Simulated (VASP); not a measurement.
Wanted: the native input for a VASP 6.6.1 run.

```
Task                   : single point
Functional             : r2SCAN
Potentials or basis    : VASP PAW PBE potentials, release 64 (Cs_sv, H)
Cutoff                 : 520 eV
k mesh                 : 8 × 8 × 8
Occupations            : fermi-dirac, width 0.02 eV
Spin                   : no spin polarisation
Dipole correction      : no
Further INCAR settings : ALGO = Normal; EDIFF = 1e-07; NBANDS = 12
```

The system is CsH.

```
CELL_PARAMETERS angstrom
0.00000 3.18800 3.18800
3.18800 0.00000 3.18800
3.18800 3.18800 0.00000
ATOMIC_POSITIONS crystal
Cs 0.00000 0.00000 0.00000
H 0.50000 0.50000 0.50000
```

These files were run (other wordings do the same):

POSCAR

```
CsH
1.0
    0.0000000000      3.1880000000      3.1880000000
    3.1880000000      0.0000000000      3.1880000000
    3.1880000000      3.1880000000      0.0000000000
Cs H
1 1
Direct
    0.0000000000      0.0000000000      0.0000000000
    0.5000000000      0.5000000000      0.5000000000
```

INCAR.step1

```
PREC = Accurate ; ENCUT = 520
ISMEAR = -1 ; SIGMA = 0.02
LREAL = False ; LASPH = True
NELM = 60 ; NBANDS = 12
GGA = PE ; ALGO = Normal
EDIFF = 1E-4 ; LWAVE = True
LCHARG = False
```

INCAR.step2

```
PREC = Accurate ; ENCUT = 520
EDIFF = 1E-7 ; ISMEAR = -1
SIGMA = 0.02 ; LREAL = False
LASPH = True ; NELM = 60
ALGO = Normal ; ISIF = 2
LWAVE = False ; LCHARG = False
METAGGA = R2SCAN ; LMIXTAU = True
NBANDS = 12 ; ISTART = 1
```

KPOINTS

```
regular mesh
0
Gamma
  8 8 8
```

Potentials or basis: VASP PAW PBE potentials, release 64 (Cs_sv, H).

The run is started by

```sh
$ cat potpaw_PBE.64/Cs_sv/POTCAR potpaw_PBE.64/H/POTCAR > POTCAR
$ cp INCAR.step1 INCAR
$ mpirun -np 1 vasp_std > vasp.out
$ cp INCAR.step2 INCAR
$ mpirun -np 1 vasp_std > vasp.out
```

Results of the run:

* Pressure: 0.0 GPa
* Band gap on the k mesh: 2.66 eV, direct

Caveat: the PAW data sets were made with another functional, which shifts forces and pressure a little; spin-orbit coupling is left out, which moves the levels of the heavy elements.

Wall time 100 s on 1 thread of Intel(R) Xeon(R) Platinum 8259CL CPU @ 2.50GHz (Skylake/Cascade Lake), with other jobs on the host, peak memory 0.22 GiB.
